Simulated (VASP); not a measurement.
A run of VASP 6.6.1 is set up as follows.

INCAR

```
SYSTEM = Pb
PREC = Accurate
ENCUT = 520
EDIFF = 1E-7
ISMEAR = 0
SIGMA = 0.1
LREAL = .False.
LASPH = .True.
NELM = 60
ALGO = Normal
ISIF = 2
LWAVE = .False.
LCHARG = .True.
GGA = PE
IVDW = 12
LELF = .True.
LVHAR = .True.
NBANDS = 13
```

File KPOINTS:

```
Automatic mesh
0
Gamma
  14 14 14
  0 0 0
```

File POSCAR:

```
Pb
1.0
    0.0000000000      2.4795414672      2.4795414672
    2.4795414672      0.0000000000      2.4795414672
    2.4795414672      2.4795414672      0.0000000000
Pb
1
Direct
    0.0000000000      0.0000000000      0.0000000000
```

Potentials or basis: VASP PAW PBE potentials, release 64 (Pb_d).

Command:

```console
$ cat potpaw_PBE.64/Pb_d/POTCAR > POTCAR
$ mpirun -np 1 vasp_std > vasp.out
```

Predict the band gap on the k mesh.

zero (band 7 reaches 14.60 eV, above the bottom of band 8 at 5.67 eV).

Predict the dispersion energy per atom.

-0.407 eV.

What does it give for the pressure?

-0.1 GPa.

Caveat: spin-orbit coupling is left out, which moves the levels of the heavy elements; pairwise dispersion overbinds metals, which lowers pressure and volume.
